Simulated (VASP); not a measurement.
Input of a VASP 6.6.1 run:

File INCAR:

```
  PREC = Accurate
  ENCUT = 520
  EDIFF = 1E-6
  ISMEAR = 0
  SIGMA = 0.1
  LREAL = F
  LASPH = T
  NELM = 100
  ALGO = Fast
  ISIF = 2
  LWAVE = F
  LCHARG = F
  GGA = CA
  NBANDS = 33
```

The input KPOINTS:

```
Automatic mesh
0
Gamma
  12 12 8
```

POSCAR

```
P2W
1.0
    1.5664550808     -5.5390087984      0.0000000000
    1.5664550808      5.5390087984      0.0000000000
    0.0000000000      0.0000000000      4.9328130177
P W
4 2
Direct
    0.5699823652      0.4300176348      0.1174602341
    0.4300176348      0.5699823652      0.6174602341
    0.7028610808      0.2971389192      0.7994737348
    0.2971389192      0.7028610808      0.2994737348
    0.9067940455      0.0932059545      0.0000660311
    0.0932059545      0.9067940455      0.5000660311
```

Potentials or basis: VASP PAW LDA potentials, release 64 (P, W_sv).

The run is started by

```bash
$ cat potpaw_LDA.64/P/POTCAR potpaw_LDA.64/W_sv/POTCAR > POTCAR
$ mpirun -np 1 vasp_std > vasp.out
```

(1) Estimate the band gap on the k mesh.

(2) What does it give for the largest force?

(3) Estimate the pressure.

Answers

(1) zero (bands 24 and 25 overlap by 0.53 eV).

(2) 0.070 eV/Å.

(3) 0.5 GPa.

Caveat: spin-orbit coupling is left out, which moves the levels of the heavy elements.
